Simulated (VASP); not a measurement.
# AlRu (CsCl type) (Pm-3m) in VASP: notebook, part 2 of 2

VASP 6.6.1. The steps go on from the part before.

## 3. Single point, HSE06

POSCAR

```
AlRu
1.0
    2.9798651651      0.0000000000      0.0000000000
    0.0000000000      2.9798651651      0.0000000000
    0.0000000000      0.0000000000      2.9798651651
Ru Al
1 1
Direct
    0.0000000000      0.0000000000      0.0000000000
    0.5000000000      0.5000000000      0.5000000000
```

INCAR.step1

```
PREC = Accurate
ENCUT = 520
EDIFF = 1E-5
ISMEAR = -1
SIGMA = 0.1
LREAL = False
LASPH = True
NELM = 60
ALGO = Normal
ISIF = 2
LWAVE = True
LCHARG = False
GGA = PE
NBANDS = 16
```

INCAR.step2

```
PREC = Accurate
ENCUT = 520
EDIFF = 1E-6
ISMEAR = -1
SIGMA = 0.1
LREAL = False
LASPH = True
NELM = 60
ALGO = Normal
ISIF = 2
LWAVE = False
LCHARG = False
GGA = PE
LHFCALC = True
HFSCREEN = 0.2079
PRECFOCK = Normal
ISTART = 1
NBANDS = 16
```

KPOINTS

```
Automatic mesh
0
Gamma
  4 4 4
```

Potentials or basis: VASP PAW PBE potentials, release 64 (Ru_pv, Al).

Started as:

```bash
$ cat potpaw_PBE.64/Ru_pv/POTCAR potpaw_PBE.64/Al/POTCAR > POTCAR
$ cp INCAR.step1 INCAR
$ mpirun -np 1 vasp_std > vasp.out
$ cp INCAR.step2 INCAR
$ mpirun -np 1 vasp_std > vasp.out
```

OUTCAR:

```text
PREC = Accurate
   ENCUT = 520
   EDIFF = 1E-6
   ISMEAR = -1
   LREAL = False
   LASPH = True
   NELM = 60
   ISIF = 2
   GGA = PE
   LHFCALC = True
   HFSCREEN = 0.2079
   PRECFOCK = Normal
   ISTART = 1

 ion  position               nearest neighbor table
   1  0.000  0.000  0.000-   2 2.58   2 2.58   2 2.58   2 2.58   2 2.58   2 2.58   2 2.58   2 2.58

   2  0.500  0.500  0.500-   1 2.58   1 2.58   1 2.58   1 2.58   1 2.58   1 2.58   1 2.58   1 2.58

  LATTYP: Found a simple cubic cell.
 ALAT       =     2.9798651651

  Lattice vectors:

 A1 = (   2.9798651651,   0.0000000000,   0.0000000000)
 A2 = (   0.0000000000,   2.9798651651,   0.0000000000)
 A3 = (   0.0000000000,   0.0000000000,   2.9798651651)

Analysis of symmetry for initial positions (statically):
=====================================================================
 Subroutine PRICEL returns:
 Original cell was already a primitive cell.

 Routine SETGRP: Setting up the symmetry group for a
[... 157 lines left out ...]
  free energy    TOTEN  =       -16.93718664 eV

  energy without entropy =      -16.91662867  energy(sigma->0) =      -16.92690766

 E-fermi :  10.6509     XC(G=0): -10.2951

 val. band max:       10.6045282817   @ k =   0.2500   0.0000   0.0000
 cond. band min:      10.7866980177   @ k =   0.5000   0.0000   0.0000
 fundamental gap:      0.1821697359
 Fermi energy:        10.6509482386

 k-point     1 :       0.0000    0.0000    0.0000
  band No.  band energies     occupation
      1     -33.9699      2.00000
      2     -33.9699      2.00000
      3     -33.9699      2.00000
      4      -0.3413      2.00000
      5       6.4207      2.00000
      6       6.4207      2.00000
[... 167 lines left out ...]
      3     -34.1906      2.00000
      4       5.0278      2.00000
      5       5.0278      2.00000
      6       5.0278      2.00000
[... 8 lines left out ...]
     15      20.2477      0.00000
     16      24.0709      0.00000

------------------------ aborting loop because EDIFF is reached ----------------------------------------

  FORCE on cell =-STRESS in cart. coord.  units (eV):
  Direction    XX          YY          ZZ          XY          YZ          ZX
  --------------------------------------------------------------------------------------
  -------------------------------------------------------------------------------------
  Total       -0.7650879     -0.7650879     -0.7650879      0.0000000      0.0000000      0.0000000
  in kB      -46.3267728    -46.3267728    -46.3267728      0.0000000      0.0000000      0.0000000
  external PRESSURE =     -46.3267728 kB  Pullay stress =       0.0000000 kB

 VOLUME and BASIS-vectors are now :
 -----------------------------------------------------------------------------
  energy-cutoff  :      520.00
  volume of cell :       26.46
      direct lattice vectors                 reciprocal lattice vectors
     2.979865165  0.000000000  0.000000000     0.335585654  0.000000000  0.000000000
     0.000000000  2.979865165  0.000000000     0.000000000  0.335585654  0.000000000
     0.000000000  0.000000000  2.979865165     0.000000000  0.000000000  0.335585654

 POSITION                                       TOTAL-FORCE (eV/Angst)
 -----------------------------------------------------------------------------------
      0.00000      0.00000      0.00000         0.000000      0.000000      0.000000
      1.48993      1.48993      1.48993         0.000000      0.000000      0.000000
 -----------------------------------------------------------------------------------
    total drift:                                0.000006      0.000006      0.000006

  FREE ENERGIE OF THE ION-ELECTRON SYSTEM (eV)
  ---------------------------------------------------
  free  energy   TOTEN  =       -16.9371866430 eV

  energy  without entropy=      -16.9166286695  energy(sigma->0) =      -16.92690766
```

OUTCAR.step1:

```text
PREC = Accurate
   ENCUT = 520
   EDIFF = 1E-5
   ISMEAR = -1
   LREAL = False
[... 396 lines left out ...]
      0.00000      0.00000      0.00000         0.000000      0.000000      0.000000
      1.48993      1.48993      1.48993         0.000000      0.000000      0.000000
 -----------------------------------------------------------------------------------
    total drift:                                0.000000      0.000000      0.000000

  FREE ENERGIE OF THE ION-ELECTRON SYSTEM (eV)
  ---------------------------------------------------
  free  energy   TOTEN  =       -14.5284082974 eV

  energy  without entropy=      -14.5014819538  energy(sigma->0) =      -14.51494513
```

OSZICAR.step1:

```text
N       E                     dE             d eps       ncg     rms          rms(c)
DAV:   1     0.111193153636E+03    0.11119E+03   -0.90277E+03   320   0.100E+03
DAV:   2    -0.134249040445E+02   -0.12462E+03   -0.11942E+03   384   0.289E+02
DAV:   3    -0.151426422433E+02   -0.17177E+01   -0.17145E+01   416   0.355E+01
DAV:   4    -0.151516081174E+02   -0.89659E-02   -0.89655E-02   400   0.280E+00
DAV:   5    -0.151517278649E+02   -0.11975E-03   -0.11975E-03   392   0.318E-01    0.125E+01
DAV:   6    -0.146075912891E+02    0.54414E+00   -0.20391E+00   328   0.157E+01    0.236E+00
DAV:   7    -0.145429241963E+02    0.64667E-01   -0.13237E-01   328   0.425E+00    0.213E+00
DAV:   8    -0.145285937724E+02    0.14330E-01   -0.15034E-02   384   0.814E-01    0.207E-01
DAV:   9    -0.145284294220E+02    0.16435E-03   -0.60398E-04   384   0.258E-01    0.116E-01
DAV:  10    -0.145284091194E+02    0.20303E-04   -0.63442E-05   360   0.893E-02    0.132E-02
DAV:  11    -0.145284082974E+02    0.82209E-06   -0.14241E-06   248   0.110E-02
   1 F= -.14528408E+02 E0= -.14514945E+02  d E =-.269263E-01
```

It took 7.4 min on 1 thread of Intel Xeon Platinum 8259CL at 2.50GHz (Skylake/Cascade Lake), shared host; peak memory 0.24 GiB.

What came out:

- Free energy: -16.9372 eV
- Pressure: -4.6 GPa
- Band gap on the k mesh: zero (an odd number of electrons rules out a gap without spin polarisation)

Levels at points of the mesh, in eV from the Fermi level:
| k point | band 5 | band 6 | band 7 | band 8 | band 9 | band 10 | band 11 | band 12 | band 13 | band 14 |
| --- | --- | --- | --- | --- | --- | --- | --- | --- | --- | --- |
| (0.00, 0.00, 0.00) | -4.23 | -4.23 | -0.22 | -0.22 | -0.22 | 6.85 | 6.85 | 6.85 | 12.25 | 12.25 |
| (0.50, 0.00, 0.00) | -6.23 | -3.33 | -2.25 | -2.25 | 0.14 | 3.09 | 8.20 | 12.15 | 12.15 | 14.10 |
| (0.50, 0.50, 0.00) | -3.62 | -1.72 | -1.72 | -1.61 | -1.61 | 2.18 | 6.40 | 7.15 | 11.70 | 15.62 |
| (0.50, 0.50, 0.50) | -5.62 | -5.62 | 2.23 | 2.23 | 3.20 | 4.70 | 4.70 | 4.70 | 9.60 | 9.60 |

Caveat: the k points lie up to 0.53 Å⁻¹ apart, too coarse for converged energies and pressures of a metal; the PAW data sets were made with another functional, which shifts forces and pressure a little.

## 4. Single point, HSE06

This run uses another cell than the first one, of 13.63 Å³/atom.

POSCAR

```
AlRu
1.0
    3.0099668506      0.0000000000      0.0000000000
    0.0000000000      3.0099668506      0.0000000000
    0.0000000000      0.0000000000      3.0099668506
Ru Al
1 1
Direct
    0.0000000000      0.0000000000      0.0000000000
    0.5000000000      0.5000000000      0.5000000000
```

INCAR.step1

```
ALGO = Normal
EDIFF = 1E-5
ENCUT = 520
GGA = PE
ISIF = 2
ISMEAR = -1
LASPH = T
LCHARG = F
LREAL = F
LWAVE = T
NBANDS = 16
NELM = 60
PREC = Accurate
SIGMA = 0.1
```

INCAR.step2

```
ALGO = Normal
EDIFF = 1E-6
ENCUT = 520
GGA = PE
HFSCREEN = 0.2079
ISIF = 2
ISMEAR = -1
ISTART = 1
LASPH = T
LCHARG = F
LHFCALC = T
LREAL = F
LWAVE = F
NBANDS = 16
NELM = 60
PREC = Accurate
PRECFOCK = Normal
SIGMA = 0.1
```

KPOINTS

```
k-points
0
Gamma
  4 4 4
```

Potentials or basis: VASP PAW PBE potentials, release 64 (Ru_pv, Al).

Started as:

```bash
$ cat potpaw_PBE.64/Ru_pv/POTCAR potpaw_PBE.64/Al/POTCAR > POTCAR
$ cp INCAR.step1 INCAR
$ mpirun -np 1 vasp_std > vasp.out
$ cp INCAR.step2 INCAR
$ mpirun -np 1 vasp_std > vasp.out
```

OUTCAR:

```text
EDIFF = 1E-6
   ENCUT = 520
   GGA = PE
   HFSCREEN = 0.2079
   ISIF = 2
   ISMEAR = -1
   ISTART = 1
   LASPH = T
   LHFCALC = T
   LREAL = F
   NELM = 60
   PREC = Accurate
   PRECFOCK = Normal

 ion  position               nearest neighbor table
   1  0.000  0.000  0.000-   2 2.61   2 2.61   2 2.61   2 2.61   2 2.61   2 2.61   2 2.61   2 2.61

   2  0.500  0.500  0.500-   1 2.61   1 2.61   1 2.61   1 2.61   1 2.61   1 2.61   1 2.61   1 2.61

  LATTYP: Found a simple cubic cell.
 ALAT       =     3.0099668506

  Lattice vectors:

 A1 = (   3.0099668506,   0.0000000000,   0.0000000000)
 A2 = (   0.0000000000,   3.0099668506,   0.0000000000)
 A3 = (   0.0000000000,   0.0000000000,   3.0099668506)

Analysis of symmetry for initial positions (statically):
=====================================================================
 Subroutine PRICEL returns:
 Original cell was already a primitive cell.

 Routine SETGRP: Setting up the symmetry group for a
[... 156 lines left out ...]
  ---------------------------------------------------
  free energy    TOTEN  =       -16.89870467 eV

  energy without entropy =      -16.87765799  energy(sigma->0) =      -16.88818133

 E-fermi :  10.2100     XC(G=0): -10.1764

 val. band max:       10.1648193781   @ k =   0.2500   0.0000   0.0000
 cond. band min:      10.3362784324   @ k =   0.5000   0.0000   0.0000
 fundamental gap:      0.1714590543
 Fermi energy:        10.2100061416

 k-point     1 :       0.0000    0.0000    0.0000
  band No.  band energies     occupation
      1     -34.3828      2.00000
      2     -34.3828      2.00000
      3     -34.3828      2.00000
      4      -0.5694      2.00000
      5       6.1796      2.00000
      6       6.1796      2.00000
[... 167 lines left out ...]
      3     -34.5837      2.00000
      4       4.7922      2.00000
      5       4.7922      2.00000
      6       4.7922      2.00000
[... 8 lines left out ...]
     15      19.5229      0.00000
     16      23.1982      0.00000

------------------------ aborting loop because EDIFF is reached ----------------------------------------

  FORCE on cell =-STRESS in cart. coord.  units (eV):
  Direction    XX          YY          ZZ          XY          YZ          ZX
  --------------------------------------------------------------------------------------
  -------------------------------------------------------------------------------------
  Total       -1.8065400     -1.8065400     -1.8065400     -0.0000000      0.0000000      0.0000000
  in kB     -106.1385210   -106.1385210   -106.1385210     -0.0000000      0.0000000      0.0000000
  external PRESSURE =    -106.1385210 kB  Pullay stress =       0.0000000 kB

 VOLUME and BASIS-vectors are now :
 -----------------------------------------------------------------------------
  energy-cutoff  :      520.00
  volume of cell :       27.27
      direct lattice vectors                 reciprocal lattice vectors
     3.009966851  0.000000000  0.000000000     0.332229572  0.000000000  0.000000000
     0.000000000  3.009966851  0.000000000     0.000000000  0.332229572  0.000000000
     0.000000000  0.000000000  3.009966851     0.000000000  0.000000000  0.332229572

 POSITION                                       TOTAL-FORCE (eV/Angst)
 -----------------------------------------------------------------------------------
      0.00000      0.00000      0.00000         0.000000      0.000000      0.000000
      1.50498      1.50498      1.50498         0.000000      0.000000      0.000000
 -----------------------------------------------------------------------------------
    total drift:                               -0.000006     -0.000006     -0.000006

  FREE ENERGIE OF THE ION-ELECTRON SYSTEM (eV)
  ---------------------------------------------------
  free  energy   TOTEN  =       -16.8987046652 eV

  energy  without entropy=      -16.8776579942  energy(sigma->0) =      -16.88818133
```

OUTCAR.step1:

```text
EDIFF = 1E-5
   ENCUT = 520
   GGA = PE
   ISIF = 2
   ISMEAR = -1
[... 395 lines left out ...]
 -----------------------------------------------------------------------------------
      0.00000      0.00000      0.00000         0.000000      0.000000      0.000000
      1.50498      1.50498      1.50498         0.000000      0.000000      0.000000
 -----------------------------------------------------------------------------------
    total drift:                                0.000000      0.000000      0.000000

  FREE ENERGIE OF THE ION-ELECTRON SYSTEM (eV)
  ---------------------------------------------------
  free  energy   TOTEN  =       -14.5270825880 eV

  energy  without entropy=      -14.4993491064  energy(sigma->0) =      -14.51321585
```

It took 4.8 min on 1 thread of Intel Xeon Platinum 8259CL at 2.50GHz (Skylake/Cascade Lake), shared host; peak memory 0.24 GiB.

Results:

```
Free energy            : -16.8987 eV
Pressure               : -10.6 GPa
Band gap on the k mesh : zero (an odd number of electrons rules out a gap without spin polarisation)
```

Caveat: the k points lie up to 0.52 Å⁻¹ apart, too coarse for converged energies and pressures of a metal; the PAW data sets were made with another functional, which shifts forces and pressure a little.

## 5. Single point, HSE06

This run uses another cell than the first one, of 13.63 Å³/atom.

POSCAR is that of step 4.

INCAR.step1

```
SYSTEM = AlRu
ALGO = Normal
EDIFF = 1E-5
ENCUT = 520
GGA = PE
ISIF = 2
ISMEAR = -1
LASPH = .TRUE.
LCHARG = .FALSE.
LREAL = .FALSE.
LWAVE = .TRUE.
NBANDS = 16
NELM = 60
PREC = Accurate
SIGMA = 0.1
```

INCAR.step2

```
SYSTEM = AlRu
ALGO = Normal
EDIFF = 1E-6
ENCUT = 520
GGA = PE
HFSCREEN = 0.2079
ISIF = 2
ISMEAR = -1
ISTART = 1
LASPH = .TRUE.
LCHARG = .FALSE.
LHFCALC = .TRUE.
LREAL = .FALSE.
LWAVE = .FALSE.
NBANDS = 16
NELM = 60
PREC = Accurate
PRECFOCK = Normal
SIGMA = 0.1
```

KPOINTS

```
k-points
0
G
  4 4 4
  0 0 0
```

Potentials or basis: VASP PAW PBE potentials, release 64 (Ru_pv, Al).

Started as:

```bash
$ cat potpaw_PBE.64/Ru_pv/POTCAR potpaw_PBE.64/Al/POTCAR > POTCAR
$ cp INCAR.step1 INCAR
$ mpirun -np 1 vasp_std > vasp.out
$ cp INCAR.step2 INCAR
$ mpirun -np 1 vasp_std > vasp.out
```

OUTCAR:

```text
SYSTEM = AlRu
   EDIFF = 1E-6
   ENCUT = 520
   GGA = PE
   HFSCREEN = 0.2079
   ISIF = 2
   ISMEAR = -1
   ISTART = 1
   LASPH = .TRUE.
   LHFCALC = .TRUE.
   LREAL = .FALSE.
   NELM = 60
   PREC = Accurate
   PRECFOCK = Normal

 ion  position               nearest neighbor table
   1  0.000  0.000  0.000-   2 2.61   2 2.61   2 2.61   2 2.61   2 2.61   2 2.61   2 2.61   2 2.61

   2  0.500  0.500  0.500-   1 2.61   1 2.61   1 2.61   1 2.61   1 2.61   1 2.61   1 2.61   1 2.61

  LATTYP: Found a simple cubic cell.
 ALAT       =     3.0099668506

  Lattice vectors:

 A1 = (   3.0099668506,   0.0000000000,   0.0000000000)
 A2 = (   0.0000000000,   3.0099668506,   0.0000000000)
 A3 = (   0.0000000000,   0.0000000000,   3.0099668506)

Analysis of symmetry for initial positions (statically):
=====================================================================
 Subroutine PRICEL returns:
 Original cell was already a primitive cell.

 Routine SETGRP: Setting up the symmetry group for a
 simple cubic supercell.

[... 155 lines left out ...]
  free energy    TOTEN  =       -16.89870467 eV

  energy without entropy =      -16.87765799  energy(sigma->0) =      -16.88818133

 E-fermi :  10.2100     XC(G=0): -10.1764

 val. band max:       10.1648193781   @ k =   0.2500   0.0000   0.0000
 cond. band min:      10.3362784324   @ k =   0.5000   0.0000   0.0000
 fundamental gap:      0.1714590543
 Fermi energy:        10.2100061416

 k-point     1 :       0.0000    0.0000    0.0000
  band No.  band energies     occupation
      1     -34.3828      2.00000
      2     -34.3828      2.00000
      3     -34.3828      2.00000
      4      -0.5694      2.00000
      5       6.1796      2.00000
      6       6.1796      2.00000
[... 167 lines left out ...]
      3     -34.5837      2.00000
      4       4.7922      2.00000
      5       4.7922      2.00000
      6       4.7922      2.00000
[... 8 lines left out ...]
     15      19.5229      0.00000
     16      23.1982      0.00000

------------------------ aborting loop because EDIFF is reached ----------------------------------------

  FORCE on cell =-STRESS in cart. coord.  units (eV):
  Direction    XX          YY          ZZ          XY          YZ          ZX
  --------------------------------------------------------------------------------------
  -------------------------------------------------------------------------------------
  Total       -1.8065400     -1.8065400     -1.8065400     -0.0000000      0.0000000      0.0000000
  in kB     -106.1385210   -106.1385210   -106.1385210     -0.0000000      0.0000000      0.0000000
  external PRESSURE =    -106.1385210 kB  Pullay stress =       0.0000000 kB

 VOLUME and BASIS-vectors are now :
 -----------------------------------------------------------------------------
  energy-cutoff  :      520.00
  volume of cell :       27.27
      direct lattice vectors                 reciprocal lattice vectors
     3.009966851  0.000000000  0.000000000     0.332229572  0.000000000  0.000000000
     0.000000000  3.009966851  0.000000000     0.000000000  0.332229572  0.000000000
     0.000000000  0.000000000  3.009966851     0.000000000  0.000000000  0.332229572

 POSITION                                       TOTAL-FORCE (eV/Angst)
 -----------------------------------------------------------------------------------
      0.00000      0.00000      0.00000         0.000000      0.000000      0.000000
      1.50498      1.50498      1.50498         0.000000      0.000000      0.000000
 -----------------------------------------------------------------------------------
    total drift:                               -0.000006     -0.000006     -0.000006

  FREE ENERGIE OF THE ION-ELECTRON SYSTEM (eV)
  ---------------------------------------------------
  free  energy   TOTEN  =       -16.8987046652 eV

  energy  without entropy=      -16.8776579942  energy(sigma->0) =      -16.88818133
```

OSZICAR.step1:

```text
N       E                     dE             d eps       ncg     rms          rms(c)
DAV:   1     0.113889406596E+03    0.11389E+03   -0.91392E+03   328   0.996E+02
DAV:   2    -0.134225821481E+02   -0.12731E+03   -0.12149E+03   344   0.288E+02
DAV:   3    -0.151347511145E+02   -0.17122E+01   -0.17073E+01   432   0.353E+01
DAV:   4    -0.151441374348E+02   -0.93863E-02   -0.93860E-02   352   0.279E+00
DAV:   5    -0.151442638481E+02   -0.12641E-03   -0.12641E-03   448   0.320E-01    0.117E+01
DAV:   6    -0.146135072218E+02    0.53076E+00   -0.20967E+00   336   0.157E+01    0.229E+00
DAV:   7    -0.145419543884E+02    0.71553E-01   -0.14580E-01   344   0.443E+00    0.198E+00
DAV:   8    -0.145272799576E+02    0.14674E-01   -0.16375E-02   368   0.853E-01    0.203E-01
DAV:   9    -0.145271012573E+02    0.17870E-03   -0.59888E-04   384   0.254E-01    0.115E-01
DAV:  10    -0.145270830147E+02    0.18243E-04   -0.60562E-05   368   0.869E-02    0.141E-02
DAV:  11    -0.145270825880E+02    0.42664E-06   -0.11329E-06   184   0.105E-02
   1 F= -.14527083E+02 E0= -.14513216E+02  d E =-.277335E-01
```

It took 5.5 min on 1 thread of Intel Xeon Platinum 8259CL at 2.50GHz (Skylake/Cascade Lake), shared host; peak memory 0.24 GiB.

What came out:

```yaml
Free_energy: -16.8987 eV
Pressure: -10.6 GPa
Band_gap_on_the_k_mesh: zero (an odd number of electrons rules out a gap without spin polarisation)
```

Levels at points of the mesh, in eV from the Fermi level:
| k point | band 6 | band 7 | band 8 | band 9 | band 10 | band 11 | band 12 | band 13 |
| --- | --- | --- | --- | --- | --- | --- | --- | --- |
| (0.00, 0.00, 0.00) | -4.03 | -0.21 | -0.21 | -0.21 | 6.71 | 6.71 | 6.71 | 12.07 |
| (0.50, 0.00, 0.00) | -3.16 | -2.16 | -2.16 | 0.13 | 2.98 | 8.23 | 12.00 | 12.00 |
| (0.50, 0.50, 0.00) | -1.64 | -1.64 | -1.56 | -1.56 | 2.11 | 6.20 | 6.83 | 11.47 |
| (0.50, 0.50, 0.50) | -5.42 | 2.16 | 2.16 | 3.02 | 4.64 | 4.64 | 4.64 | 9.31 |

Caveat: the k points lie up to 0.52 Å⁻¹ apart, too coarse for converged energies and pressures of a metal; the PAW data sets were made with another functional, which shifts forces and pressure a little.

The gap in the log of VASP goes by the Fermi energy; the results here count the filled bands.